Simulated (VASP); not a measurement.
# Sb (P6_3/mmc) in VASP: settings compared

Sb is run at these levels: B3LYP, r2SCAN-based global hybrid with 50 % exact exchange; tasks: single point.

All numbers are computed with VASP 6.6.1; they aren't measurements. Logs are shortened: lines on timing, memory, paths and dates and some standing lists are left out, and cuts for length are marked.

### Step 1. The cell of the first run

It takes space group P6_3/mmc (No. 194, hexagonal). Conventional cell: a = 3.377 Å, b = 3.377 Å, c = 5.669 Å, α = 90.00°, β = 90.00°, γ = 120.00°. Sb (site symmetry -6m2) has 12 Sb at 3.38 to 3.44 Å within 4.4 Å.

This isn't the form of Sb at room conditions, which is rhombohedral.

### Step 2. Single point, B3LYP

File POSCAR:

```
Sb
1.0
    3.3766951621      0.0000000000      0.0000000000
   -1.6883475810      2.9243037912      0.0000000000
    0.0000000000      0.0000000000      5.6693298630
Sb
2
Direct
    0.6666666667      0.3333333333      0.7500000000
    0.3333333333      0.6666666667      0.2500000000
```

File INCAR.step1:

```
ALGO = Normal
EDIFF = 1E-5
ENCUT = 400
GGA = PE
GGA_COMPAT = F
ISIF = 2
ISMEAR = -1
LASPH = T
LCHARG = F
LREAL = F
LWAVE = T
NBANDS = 22
NELM = 120
PREC = Accurate
SIGMA = 0.05
```

File INCAR.step2:

```
AEXX = 0.2
AGGAC = 0.81
AGGAX = 0.72
ALDAC = 0.19
ALGO = Normal
EDIFF = 1E-6
ENCUT = 400
GGA = B3
GGA_COMPAT = F
ISIF = 2
ISMEAR = -1
ISTART = 1
LASPH = T
LCHARG = F
LHFCALC = T
LREAL = F
LWAVE = F
NBANDS = 22
NELM = 120
PREC = Accurate
PRECFOCK = Normal
SIGMA = 0.05
```

File KPOINTS:

```
k-points
0
Gamma
  5 5 3
```

Potentials or basis: VASP PAW PBE potentials, release 64 (Sb_d_GW).

Run with:

```
$ cat potpaw_PBE.64/Sb_d_GW/POTCAR > POTCAR
$ cp INCAR.step1 INCAR
$ mpirun -np 1 vasp_std > vasp.out
$ cp INCAR.step2 INCAR
$ mpirun -np 1 vasp_std > vasp.out
```

OUTCAR:

```text
AEXX = 0.2
   EDIFF = 1E-6
   ENCUT = 400
   GGA = B3
   ISIF = 2
   ISMEAR = -1
   ISTART = 1
   LASPH = T
   LHFCALC = T
   LREAL = F
   NELM = 120
   PREC = Accurate
   PRECFOCK = Normal

 ion  position               nearest neighbor table
   1  0.667  0.333  0.750-
   2  0.333  0.667  0.250-

  LATTYP: Found a hexagonal cell.
 ALAT       =     3.3766951621
 C/A-ratio  =     1.6789581502

  Lattice vectors:

 A1 = (   3.3766951621,   0.0000000000,   0.0000000000)
 A2 = (  -1.6883475810,   2.9243037912,   0.0000000000)
 A3 = (   0.0000000000,   0.0000000000,   5.6693298630)

Analysis of symmetry for initial positions (statically):
=====================================================================
 Subroutine PRICEL returns:
 Original cell was already a primitive cell.

 Routine SETGRP: Setting up the symmetry group for a
 hexagonal supercell.

 Subroutine GETGRP returns: Found 24 space group operations
 (whereof 12 operations were pure point group operations)
 out of a pool of 24 trial point group operations.

The static configuration has the point symmetry D_3d.
 The point group associated with its full space group is D_6h.

Analysis of symmetry for dynamics (positions and initial velocities):
=====================================================================
 Subroutine PRICEL returns:
 Original cell was already a primitive cell.

 Routine SETGRP: Setting up the symmetry group for a
 hexagonal supercell.

 Subroutine GETGRP returns: Found 24 space group operations
 (whereof 12 operations were pure point group operations)
 out of a pool of 24 trial point group operations.

The dynamic configuration has the point symmetry D_3d.
 The point group associated with its full space group is D_6h.

 Subroutine INISYM returns: Found 24 space group operations
 (whereof 12 operations are pure point group operations),
 and found     1 'primitive' translations

----------------------------------------------------------------------------------------

                                     Primitive cell

  volume of cell :      55.9817

  direct lattice vectors                    reciprocal lattice vectors
     3.376695162  0.000000000  0.000000000     0.296147550  0.170980868  0.000000000
    -1.688347581  2.924303791  0.000000000     0.000000000  0.341961736  0.000000000
     0.000000000  0.000000000  5.669329863     0.000000000  0.000000000  0.176387690

  length of vectors
     3.376695162  3.376695162  5.669329863     0.341961736  0.341961736  0.176387690

  position of ions in fractional coordinates (direct lattice)
     0.666666667  0.333333333  0.750000000
     0.333333333  0.666666667  0.250000000

  ion indices of the primitive-cell ions
   primitive index   ion index
                 1           1
                 2           2

----------------------------------------------------------------------------------------

 KPOINTS: k-points

Automatic generation of k-mesh.
 Grid dimensions read from file:
 generate k-points for:    5    5    3

 Generating k-lattice:

  Cartesian coordinates                     Fractional coordinates (reciprocal lattice)
     0.059229510  0.034196174  0.000000000     0.200000000 -0.000000000  0.000000000
     0.000000000  0.068392347  0.000000000     0.000000000  0.200000000  0.000000000
     0.000000000  0.000000000  0.058795897     0.000000000  0.000000000  0.333333333

  Length of vectors
     0.068392347  0.068392347  0.058795897

  Shift w.r.t. Gamma in fractional coordinates (k-lattice)
     0.000000000  0.000000000  0.000000000

 Subroutine IBZKPT returns following result:
 ===========================================

 Found     10 irreducible k-points:

 Following reciprocal coordinates:
            Coordinates               Weight
  0.000000  0.000000  0.000000      1.000000
  0.200000  0.000000  0.000000      6.000000
  0.400000  0.000000  0.000000      6.000000
  0.200000  0.200000  0.000000      6.000000
  0.400000  0.200000  0.000000      6.000000
  0.000000  0.000000  0.333333      2.000000
  0.200000  0.000000  0.333333     12.000000
  0.400000  0.000000  0.333333     12.000000
  0.200000  0.200000  0.333333     12.000000
  0.400000  0.200000  0.333333     12.000000
   k-points           NKPTS =     10   k-points in BZ     NKDIM =     75   number of bands    NBANDS=     22
   number of dos      NEDOS =    301   number of ions     NIONS =      2
   total plane-waves  NPLWV =  23040
   dimension x,y,z NGX =    24 NGY =   24 NGZ =   40
   dimension x,y,z NGXF=    48 NGYF=   48 NGZF=   80
   ions per type =               2
   NGX,Y,Z   is equivalent  to a cutoff of  11.82, 11.82, 11.73 a.u.
   NGXF,Y,Z  is equivalent  to a cutoff of  23.63, 23.63, 23.46 a.u.
 SYSTEM =  unknown system
   PREC   = accura    normal or accurate (medium, high low for compatibility)
   ISTART =      1    job   : 0-new  1-cont  2-samecut
   ICHARG =      0    charge: 1-file 2-atom 10-const
   ISPIN  =      1    spin polarized calculation?
   LNONCOLLINEAR =      F non collinear calculations
   LSORBIT =      F    spin-orbit coupling
   LASPH  =      T    aspherical Exc in radial PAW
   ENCUT  =  400.0 eV  29.40 Ry    5.42 a.u.   5.51  5.51  9.25*2*pi/ulx,y,z
   NELM   =    120;   NELMIN=  2; NELMDL=  0     # of ELM steps
   EDIFF  = 0.1E-05   stopping-criterion for ELM
   LREAL  =      F    real-space projection
   EDIFFG = 0.1E-04   stopping-criterion for IOM
   NSW    =      0    number of steps for IOM
   IBRION =     -1    ionic relax: 0-MD 1-quasi-New 2-CG
   NFREE  =      0    steps in history (QN), initial steepest desc. (CG)
   ISIF   =      2    stress and relaxation
   ISYM   =      3    0-nonsym 1-usesym 2-fastsym
   POTIM  = 0.5000    time-step for ionic-motion
   TEBEG  =    0.0;   TEEND  =   0.0 temperature during run
   PSTRESS=    0.0 pullay stress
   NELECT =      30.0000    total number of electrons
   NUPDOWN=      -1.0000    fix difference up-down
   EMIN   =  10.00;   EMAX   =-10.00  energy-range for DOS
   EFERMI =   0.00;   METHOD = LEGACY
   ISMEAR =    -1;   SIGMA  =   0.05  broadening in eV -4-tet -1-fermi 0-gaus
   EFERMI_NEDOS =   21; number of points for ismear=-14 and -15
   IALGO  =     38    algorithm
   IMIX   =      1    mixing-type and parameters
     AMIX     =   0.40;   BMIX     =  1.00
     AMIX_MAG =   1.60;   BMIX_MAG =  1.00
  volume/ion in A,a.u.               =      27.99       188.89
  Fermi-wavevector in a.u.,A,eV,Ry     =   1.329739  2.512843 24.057918  1.768207
  Thomas-Fermi vector in A             =   2.458879
   LORBIT       =      0    0 simple, 1 ext, 2 COOP (PROOUT), +10 PAW based schemes
   GGA     = B3    functional components
   LHFCALC =     T    Hartree Fock is set to
   PRECFOCK=normal    Normal, Fast or Accurate (Low or Medium for compatibility)
   ENCUT4O =  -1.0   cutoff for four orbital integrals eV
   NKREDX  =     1    reduce k-point grid by
   NKREDY  =     1    reduce k-point grid by
   NKREDZ  =     1    reduce k-point grid by
   AEXX    =    0.2000 exact exchange contribution
   HFSCREEN=    0.0000 screening length (either q_TF or 0.3 A-1)
   HFSCREENC=   0.0000 screening length for correlation (either q_TF or 0.3 A-1)
   ENCUTFOCK=  -1.0 apply spherical cutoff to Coloumb kernel
   IVDW    =     0    specifies the selected vdW correction
   LEPSILON=     F    determine dielectric tensor
   LRPA    =     F    only Hartree local field effects (RPA)
 non-spin polarized calculation
  energy-cutoff  :      400.00
  volume of cell :       55.98
 maximum number of plane-waves:      1051
 NGX is ok and might be reduce to    24
  NGX = 18; NGY = 18; NGZ = 28

 number of electron      29.9999991 magnetization

 Free energy of the ion-electron system (eV)
  ---------------------------------------------------
  ext. energy  EPLUGINS =         0.00000000
  ---------------------------------------------------
  free energy    TOTEN  =        -8.12140768 eV

  energy without entropy =       -8.12098245  energy(sigma->0) =       -8.12119507

 E-fermi :   6.2415     XC(G=0):  -8.2799

 val. band max:        5.9636830671   @ k =   0.4000   0.2000   0.0000
 cond. band min:       6.5540931367   @ k =   0.2000   0.0000   0.3333
 fundamental gap:      0.5904100696
 Fermi energy:         6.2415087243

 k-point     1 :       0.0000    0.0000    0.0000
  band No.  band energies     occupation
      1     -25.5823      2.00000
      2     -25.5823      2.00000
      3     -25.5790      2.00000
      4     -25.5790      2.00000
      5     -25.5418      2.00000
      6     -25.5307      2.00000
[... 14 lines left out ...]
     21      17.5260      0.00000
     22      17.5911      0.00000

 k-point     2 :       0.2000    0.0000    0.0000
  band No.  band energies     occupation
      1     -25.5907      2.00000
      2     -25.5804      2.00000
      3     -25.5581      2.00000
      4     -25.5541      2.00000
      5     -25.5296      2.00000
      6     -25.5268      2.00000
[... 14 lines left out ...]
     21      16.8656      0.00000
     22      17.6878      0.00000

 k-point     3 :       0.4000    0.0000    0.0000
  band No.  band energies     occupation
      1     -25.6068      2.00000
      2     -25.5850      2.00000
      3     -25.5474      2.00000
      4     -25.5369      2.00000
      5     -25.5183      2.00000
      6     -25.5138      2.00000
[... 14 lines left out ...]
     21      15.8322      0.00000
     22      16.8751      0.00000

 k-point     4 :       0.2000    0.2000    0.0000
  band No.  band energies     occupation
      1     -25.5818      2.00000
      2     -25.5773      2.00000
      3     -25.5446      2.00000
      4     -25.5428      2.00000
      5     -25.5367      2.00000
      6     -25.5336      2.00000
[... 14 lines left out ...]
     21      16.8442      0.00000
     22      16.8613      0.00000

 k-point     5 :       0.4000    0.2000    0.0000
  band No.  band energies     occupation
      1     -25.5820      2.00000
      2     -25.5648      2.00000
      3     -25.5564      2.00000
      4     -25.5312      2.00000
      5     -25.5279      2.00000
      6     -25.5240      2.00000
[... 14 lines left out ...]
     21      18.6925      0.00000
     22      19.6213      0.00000

 k-point     6 :       0.0000    0.0000    0.3333
  band No.  band energies     occupation
      1     -25.5833      2.00000
      2     -25.5833      2.00000
      3     -25.5814      2.00000
      4     -25.5814      2.00000
      5     -25.5389      2.00000
      6     -25.5331      2.00000
[... 14 lines left out ...]
     21      17.1037      0.00000
     22      17.1696      0.00000

 k-point     7 :       0.2000    0.0000    0.3333
  band No.  band energies     occupation
      1     -25.5887      2.00000
      2     -25.5835      2.00000
      3     -25.5594      2.00000
      4     -25.5568      2.00000
      5     -25.5371      2.00000
      6     -25.5258      2.00000
[... 14 lines left out ...]
     21      16.5204      0.00000
     22      19.0115      0.00000

 k-point     8 :       0.4000    0.0000    0.3333
  band No.  band energies     occupation
      1     -25.6008      2.00000
      2     -25.5896      2.00000
      3     -25.5499      2.00000
      4     -25.5330      2.00000
      5     -25.5256      2.00000
      6     -25.5177      2.00000
[... 14 lines left out ...]
     21      14.0445      0.00000
     22      16.4401      0.00000

 k-point     9 :       0.2000    0.2000    0.3333
  band No.  band energies     occupation
      1     -25.5790      2.00000
      2     -25.5778      2.00000
      3     -25.5469      2.00000
      4     -25.5460      2.00000
      5     -25.5339      2.00000
      6     -25.5273      2.00000
[... 14 lines left out ...]
     21      16.6399      0.00000
     22      17.0376      0.00000

 k-point    10 :       0.4000    0.2000    0.3333
  band No.  band energies     occupation
      1     -25.5770      2.00000
      2     -25.5675      2.00000
      3     -25.5480      2.00000
      4     -25.5359      2.00000
      5     -25.5324      2.00000
      6     -25.5251      2.00000
[... 14 lines left out ...]
     21      15.4502      0.00000
     22      16.4223      0.00000

------------------------ aborting loop because EDIFF is reached ----------------------------------------

  FORCE on cell =-STRESS in cart. coord.  units (eV):
  Direction    XX          YY          ZZ          XY          YZ          ZX
  --------------------------------------------------------------------------------------
  -------------------------------------------------------------------------------------
  Total       -0.1205305     -0.1205305     -0.1397854     -0.0000000      0.0000000      0.0000000
  in kB       -3.4495431     -3.4495431     -4.0006111     -0.0000000      0.0000000      0.0000000
  external PRESSURE =      -3.6332324 kB  Pullay stress =       0.0000000 kB

 VOLUME and BASIS-vectors are now :
 -----------------------------------------------------------------------------
  energy-cutoff  :      400.00
  volume of cell :       55.98
      direct lattice vectors                 reciprocal lattice vectors
     3.376695162  0.000000000  0.000000000     0.296147550  0.170980868  0.000000000
    -1.688347581  2.924303791  0.000000000     0.000000000  0.341961736  0.000000000
     0.000000000  0.000000000  5.669329863     0.000000000  0.000000000  0.176387690

 POSITION                                       TOTAL-FORCE (eV/Angst)
 -----------------------------------------------------------------------------------
      1.68835      0.97477      4.25200        -0.000000      0.000000      0.000000
     -0.00000      1.94954      1.41733         0.000000      0.000000     -0.000000
 -----------------------------------------------------------------------------------
    total drift:                               -0.000002      0.000004     -0.000000

  FREE ENERGIE OF THE ION-ELECTRON SYSTEM (eV)
  ---------------------------------------------------
  free  energy   TOTEN  =        -8.1214076846 eV

  energy  without entropy=       -8.1209824489  energy(sigma->0) =       -8.12119507
```

It took 19 min on 1 thread of Intel Xeon Platinum 8259CL at 2.50GHz (Skylake/Cascade Lake), shared host; peak memory 0.18 GiB.

What came out:

```
Free energy            : -8.1214 eV
Pressure               : -0.4 GPa
Band gap on the k mesh : zero (bands 15 and 16 overlap by 6.64 eV)
```

Caveat: the k points lie up to 0.43 Å⁻¹ apart, too coarse for converged energies and pressures of a metal; the PAW data sets were made with another functional, which shifts forces and pressure a little; spin-orbit coupling is left out, which moves the levels of the heavy elements.

### Step 3. Single point, r2SCAN-based global hybrid with 50 % exact exchange

This run uses another cell than the first one, of 26.65 Å³/atom.

File POSCAR:

```
Sb
1.0
    3.3545324186      0.0000000000      0.0000000000
   -1.6772662093      2.9051102923      0.0000000000
    0.0000000000      0.0000000000      5.4701606500
Sb
2
Direct
    0.6666666667      0.3333333333      0.7500000000
    0.3333333333      0.6666666667      0.2500000000
```

File INCAR.step1:

```
SYSTEM = Sb
  PREC = Accurate
  ENCUT = 440
  EDIFF = 1E-5
  ISMEAR = -1
  SIGMA = 0.05
  LREAL = .False.
  LASPH = .True.
  NELM = 120
  ALGO = Normal
  ISIF = 2
  LWAVE = .True.
  GGA = PE
  NBANDS = 22
  GGA_COMPAT = .False.
```

File INCAR.step2:

```
SYSTEM = Sb
  PREC = Accurate
  ENCUT = 440
  EDIFF = 1E-6
  ISMEAR = -1
  SIGMA = 0.05
  LREAL = .False.
  LASPH = .True.
  NELM = 120
  ALGO = Normal
  ISIF = 2
  LWAVE = .False.
  LCHARG = .True.
  METAGGA = R2SCAN
  LHFCALC = .True.
  AEXX = 0.5
  LMIXTAU = .True.
  PRECFOCK = Normal
  LELF = .True.
  LVHAR = .True.
  ISTART = 1
  NBANDS = 22
  GGA_COMPAT = .False.
```

File KPOINTS:

```
Automatic mesh
0
Gamma
  5 5 3
  0 0 0
```

Potentials or basis: VASP PAW PBE potentials, release 64 (Sb_d_GW).

Run with:

```
$ cat potpaw_PBE.64/Sb_d_GW/POTCAR > POTCAR
$ cp INCAR.step1 INCAR
$ mpirun -np 1 vasp_std > vasp.out
$ cp INCAR.step2 INCAR
$ mpirun -np 1 vasp_std > vasp.out
```

Wall time 24 min (1 thread of AMD EPYC 7R13 (Zen 3), shared host); peak memory 0.15 GiB.

Results (log left out):

```
Free energy            : -34.7467 eV
Pressure               : -4.6 GPa
Band gap on the k mesh : zero (bands 15 and 16 overlap by 9.09 eV)
```

Stress tensor (GPa, compression positive):
```
-6.67  0.00  0.00
 0.00 -6.67  0.00
 0.00  0.00 -0.39
```

Levels at points of the mesh, in eV from the Fermi level:
```tsv
k point	band 11	band 12	band 13	band 14	band 15	band 16	band 17	band 18	band 19	band 20
(0.00, 0.00, 0.00)	-17.20	-12.25	-8.49	5.54	5.54	7.59	7.59	7.91	10.20	11.49
```

Caveat: the k points lie up to 0.43 Å⁻¹ apart, too coarse for converged energies and pressures of a metal; the PAW data sets were made with another functional, which shifts forces and pressure a little; spin-orbit coupling is left out, which moves the levels of the heavy elements.

The gap in the log of VASP goes by the Fermi energy; the results here count the filled bands.